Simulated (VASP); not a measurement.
# SnSe (Fm-3m) in VASP: notebook, part 2 of 2

VASP 6.6.1. Earlier steps stand in the parts before.

### 5 Relaxation of cell and atoms, PBEsol, target pressure 30 GPa, at which the enthalpy is minimised

This run uses another cell than the first one, of 27.27 Å³/atom, 1.041 times its volume.

INCAR reads:

```
PREC     = Accurate       # precision mode
ENCUT    = 600            # plane-wave cutoff, eV
EDIFF    = 1E-6           # SCF threshold, eV
ISMEAR   = -1             # smearing method
SIGMA    = 0.01           # smearing width, eV
LREAL    = False          # projectors in reciprocal space
LASPH    = True           # aspherical terms in the spheres
NELM     = 100            # most SCF steps
ALGO     = Normal         # electronic algorithm
ISIF     = 3              # what is computed and relaxed
LWAVE    = False          # write WAVECAR
LCHARG   = False          # write CHGCAR
GGA      = PS             # functional
IBRION   = 2              # ionic algorithm
NSW      = 80             # ionic steps
EDIFFG   = -0.02          # ionic threshold
PSTRESS  = 300.0
```

KPOINTS reads:

```
regular mesh
0
Gamma
  5 5 5
```

POSCAR reads:

```
SnSe
1.0
    0.0000000000      3.0100000000      3.0100000000
    3.0100000000      0.0000000000      3.0100000000
    3.0100000000      3.0100000000      0.0000000000
Sn Se
1 1
Direct
    0.0000000000      0.0000000000      0.0000000000
    0.5000000000      0.5000000000      0.5000000000
```

Potentials or basis: VASP PAW PBE potentials, release 64 (Sn_d, Se).

Run with:

```console
$ cat potpaw_PBE.64/Sn_d/POTCAR potpaw_PBE.64/Se/POTCAR > POTCAR
$ mpirun -np 1 vasp_std > vasp.out
```

OUTCAR:

```text
PREC = Accurate
   ENCUT = 600
   EDIFF = 1E-6
   ISMEAR = -1
   LREAL = False
   LASPH = True
   NELM = 100
   ISIF = 3
   GGA = PS
   IBRION = 2
   NSW = 80
   EDIFFG = -0.02
   PSTRESS = 300.0

 ion  position               nearest neighbor table
   1  0.000  0.000  0.000-   2 3.01   2 3.01   2 3.01   2 3.01   2 3.01   2 3.01
   2  0.500  0.500  0.500-   1 3.01   1 3.01   1 3.01   1 3.01   1 3.01   1 3.01

  LATTYP: Found a face centered cubic cell.
 ALAT       =     6.0200000000

  Lattice vectors:

 A1 = (   0.0000000000,   3.0100000000,   3.0100000000)
 A2 = (   3.0100000000,   0.0000000000,   3.0100000000)
 A3 = (   3.0100000000,   3.0100000000,   0.0000000000)

Analysis of symmetry for initial positions (statically):
[... 156 lines left out ...]
  ---------------------------------------------------
  free energy    TOTEN  =        -9.00070348 eV

  energy without entropy =       -9.00070348  energy(sigma->0) =       -9.00070348

 E-fermi :   5.5471     XC(G=0):  -9.7811

 val. band max:        5.3210894645   @ k =  -0.2000   0.2000   0.0000
 cond. band min:       6.1962830825   @ k =  -0.2000   0.2000   0.0000
 fundamental gap:      0.8751936180
 Fermi energy:         5.5471267790
[... 454 lines left out ...]
  energy  without entropy=       -8.3883174228  energy(sigma->0) =       -8.38831742

  enthalpy is  TOTEN    =        -0.6661986599 eV   P V=        7.7221187629

[... ionic steps 4 to 13 ...]

--------------------------------------- Ionic step       14  -------------------------------------------

 number of electron      20.0000004 magnetization

------------------------ aborting loop because EDIFF is reached ----------------------------------------
[... 71 lines left out ...]
--------------------------------------- Ionic step       16  -------------------------------------------

 number of electron      20.0000004 magnetization

 Free energy of the ion-electron system (eV)
  ---------------------------------------------------
  ext. energy  EPLUGINS =         0.00000000
  ---------------------------------------------------
  free energy    TOTEN  =        -8.03657245 eV

  energy without entropy =       -8.03657245  energy(sigma->0) =       -8.03657245

 E-fermi :  10.6362     XC(G=0): -11.3815

 val. band max:       10.3207385303   @ k =  -0.2000   0.2000   0.0000
 cond. band min:      10.9302837363   @ k =   0.4000   0.0000   0.0000
 fundamental gap:      0.6095452060
 Fermi energy:        10.6361633724
[... 201 lines left out ...]
  energy  without entropy=       -8.0365724477  energy(sigma->0) =       -8.03657245

  enthalpy is  TOTEN    =        -0.7295680135 eV   P V=        7.3070044342

 reached required accuracy - stopping structural energy minimisation
```

OSZICAR:

```text
N       E                     dE             d eps       ncg     rms          rms(c)
DAV:   1     0.136628397336E+03    0.13663E+03   -0.10933E+04   280   0.197E+03
DAV:   2     0.419314775729E+01   -0.13244E+03   -0.12912E+03   298   0.406E+02
DAV:   3    -0.883925449622E+01   -0.13032E+02   -0.12984E+02   346   0.107E+02
DAV:   4    -0.916309171249E+01   -0.32384E+00   -0.32343E+00   310   0.190E+01
[... 106 lines left out ...]
       N       E                     dE             d eps       ncg     rms          rms(c)
DAV:   1    -0.803686144192E+01    0.93598E-02   -0.64197E-03   352   0.155E+00    0.101E-01
DAV:   2    -0.803662841049E+01    0.23303E-03   -0.39916E-04   340   0.427E-01    0.423E-02
DAV:   3    -0.803657277783E+01    0.55633E-04   -0.17003E-04   346   0.251E-01    0.672E-03
DAV:   4    -0.803657244772E+01    0.33011E-06   -0.76391E-06   280   0.333E-02
  16 F= -.72956801E+00 E0= -.72956801E+00  d E =-.256694E-03
```

CONTCAR:

```text
SnSe
   1.00000000000000
    -0.0000000000000000    2.6921519438883359    2.6921519438883359
     2.6921519438883359   -0.0000000000000000    2.6921519438883359
     2.6921519438883359    2.6921519438883359   -0.0000000000000000
  Sn              Se
     1     1
Direct
     0.0000000000000000    0.0000000000000000    0.0000000000000000
     0.5000000000000000    0.5000000000000000    0.5000000000000000

  0.00000000E+00  0.00000000E+00  0.00000000E+00
  0.00000000E+00  0.00000000E+00  0.00000000E+00
```

Wall time 2.9 min (1 thread of Intel Xeon 8259CL, shared host); peak memory 0.22 GiB.

Results:

```
Free energy                                            : -8.0366 eV
Relaxed volume                                         : 19.51 Å³/atom
Relaxed cell                                           : a = 3.807 Å, b = 3.807 Å, c = 3.807 Å, α = 60.00°, β = 60.00°, γ = 60.00°
Space group after relaxing (to 0.05 Å)                 : Fm-3m (No. 225)
Energy change on relaxing (the enthalpy is what falls) : +482.1 meV/atom
Ionic steps                                            : 16
Pressure after relaxing                                : 29.9 GPa
```

Step by step:
```
step  energy change (eV)  largest force (eV/Å)  pressure (GPa)  volume (Å³)
   1              0.0000                0.0000           -2.07        54.54
   2             14.4479                0.0000          343.75        21.80
   3              0.6124                0.0000           21.51        41.24
   4              0.7791                0.0000           25.39        40.10
   5              0.9913                0.0000           30.43        38.88
   6              0.9392                0.0000           29.24        39.16
   7              0.9407                0.0000           29.28        39.15
   8              0.9450                0.0000           29.40        39.13
   9              0.9450                0.0000           29.39        39.13
  10              0.9452                0.0000           29.37        39.13
  11              0.9455                0.0000           29.37        39.12
  12              0.9461                0.0000           29.36        39.12
  13              0.9473                0.0000           29.46        39.11
  14              0.9497                0.0000           29.50        39.10
  15              0.9545                0.0000           29.62        39.08
  16              0.9641                0.0000           29.89        39.02
```

Final structure:
```
CELL_PARAMETERS angstrom
0.00000 2.69215 2.69215
2.69215 0.00000 2.69215
2.69215 2.69215 0.00000
ATOMIC_POSITIONS crystal
Sn 0.00000 0.00000 0.00000
Se 0.50000 0.50000 0.50000
```

Levels at points of the mesh, in eV from the Fermi level:
| k point | band 8 | band 9 | band 10 | band 11 | band 12 | band 13 |
| --- | --- | --- | --- | --- | --- | --- |
| (0.00, 0.00, 0.00) | -4.12 | -4.12 | -4.12 | 4.50 | 4.50 | 4.50 |

Caveat: this odd mesh misses L, where the gap lies, so gap, dielectric constants and Born charges aren't listed; the cell is relaxed towards a set pressure, so the enthalpy falls and the energy may rise; the volume moved by over 15 % at a fixed basis, so the end points are rough; the PAW data sets were made with another functional, which shifts forces and pressure a little; spin-orbit coupling is left out, which moves the levels of the heavy elements.

### 6 Relaxation of cell and atoms, PBEsol, target pressure 45 GPa, at which the enthalpy is minimised

This run uses another cell than the first one, of 27.27 Å³/atom, 1.041 times its volume.

INCAR reads:

```
SYSTEM = SnSe
PREC     = Accurate       ! precision mode
ENCUT    = 600            ! plane-wave cutoff, eV
EDIFF    = 1E-6           ! SCF threshold, eV
ISMEAR   = -1             ! smearing method
SIGMA    = 0.01           ! smearing width, eV
LREAL    = .FALSE.        ! projectors in reciprocal space
LASPH    = .TRUE.         ! aspherical terms in the spheres
NELM     = 80             ! most SCF steps
ALGO     = Normal         ! electronic algorithm
ISIF     = 3              ! what is computed and relaxed
LWAVE    = .FALSE.        ! write WAVECAR
LCHARG   = .FALSE.        ! write CHGCAR
GGA      = PS             ! functional
IBRION   = 2              ! ionic algorithm
NSW      = 80             ! ionic steps
EDIFFG   = -0.02          ! ionic threshold
PSTRESS  = 450.0
```

KPOINTS reads:

```
Automatic mesh
0
G
  5 5 5
  0 0 0
```

POSCAR is that of step 5.

Potentials or basis: VASP PAW PBE potentials, release 64 (Sn_d, Se).

Run with:

```console
$ cat potpaw_PBE.64/Sn_d/POTCAR potpaw_PBE.64/Se/POTCAR > POTCAR
$ mpirun -np 1 vasp_std > vasp.out
```

It took 2.1 min on 1 thread of Intel Xeon 8259CL, shared host; peak memory 0.23 GiB.

Results (log left out):

```
Free energy                                            : -7.3890 eV
Relaxed volume                                         : 18.11 Å³/atom
Relaxed cell                                           : a = 3.714 Å, b = 3.714 Å, c = 3.714 Å, α = 60.00°, β = 60.00°, γ = 60.00°
Space group after relaxing (to 0.05 Å)                 : Fm-3m (No. 225)
Energy change on relaxing (the enthalpy is what falls) : +805.8 meV/atom
Ionic steps                                            : 7
Pressure after relaxing                                : 44.9 GPa
```

Step by step:
| step | energy change (eV) | largest force (eV/Å) | pressure (GPa) | volume (Å³) |
| --- | --- | --- | --- | --- |
| 1 | 0.0000 | 0.0000 | -2.07 | 54.54 |
| 2 | 62.5309 | 0.0000 | 1849.08 | 12.59 |
| 3 | 0.0507 | 0.0000 | 5.47 | 48.37 |
| 4 | 0.2751 | 0.0000 | 13.12 | 44.41 |
| 5 | 2.0287 | 0.0000 | 54.38 | 34.86 |
| 6 | 1.5228 | 0.0000 | 42.88 | 36.54 |
| 7 | 1.6117 | 0.0000 | 44.89 | 36.21 |

Final structure:
```
CELL_PARAMETERS angstrom
0.00000 2.62586 2.62586
2.62586 0.00000 2.62586
2.62586 2.62586 0.00000
ATOMIC_POSITIONS crystal
Sn 0.00000 0.00000 0.00000
Se 0.50000 0.50000 0.50000
```

Levels at points of the mesh, in eV from the Fermi level:
| k point | band 7 | band 8 | band 9 | band 10 | band 11 | band 12 | band 13 | band 14 |
| --- | --- | --- | --- | --- | --- | --- | --- | --- |
| (0.00, 0.00, 0.00) | -4.31 | -4.31 | -4.31 | -3.95 | 4.44 | 5.15 | 5.15 | 5.15 |

Caveat: this odd mesh misses L, where the gap lies, so gap, dielectric constants and Born charges aren't listed; the cell is relaxed towards a set pressure, so the enthalpy falls and the energy may rise; the volume moved by over 15 % at a fixed basis, so the end points are rough; the PAW data sets were made with another functional, which shifts forces and pressure a little; spin-orbit coupling is left out, which moves the levels of the heavy elements.

### 7 Summary

| task | cell | cutoff (eV) | pressure (GPa) |
| --- | --- | --- | --- |
| single point | a = 4.200 Å, angles 60.0°, 2 atoms | 520 | 0.0 |
| relaxation of cell and atoms | relaxed from a = 4.257 Å, angles 60.0°, 2 atoms | 600 | 0.0 |
| relaxation of cell and atoms | relaxed to 15 GPa from a = 4.257 Å, angles 60.0°, 2 atoms | 600 | 15.0 |
| relaxation of cell and atoms | relaxed to 30 GPa from a = 4.257 Å, angles 60.0°, 2 atoms | 600 | 29.9 |
| relaxation of cell and atoms | relaxed to 45 GPa from a = 4.257 Å, angles 60.0°, 2 atoms | 600 | 44.9 |

Alike in all rows: level PBEsol; potentials or basis VASP PAW PBE potentials, release 64 (Sn_d, Se); no spin polarisation; k mesh 5 × 5 × 5; smearing fermi-dirac 0.01 eV.

Caveats: the PAW data sets were made with another functional, which shifts forces and pressure a little; spin-orbit coupling is left out, which moves the levels of the heavy elements; the cell is relaxed towards a set pressure, so the enthalpy falls and the energy may rise (some runs); the volume moved by over 15 % at a fixed basis, so the end points are rough (some runs).

Total energies depend on the potentials used, so only differences within one code and one set of settings carry meaning.
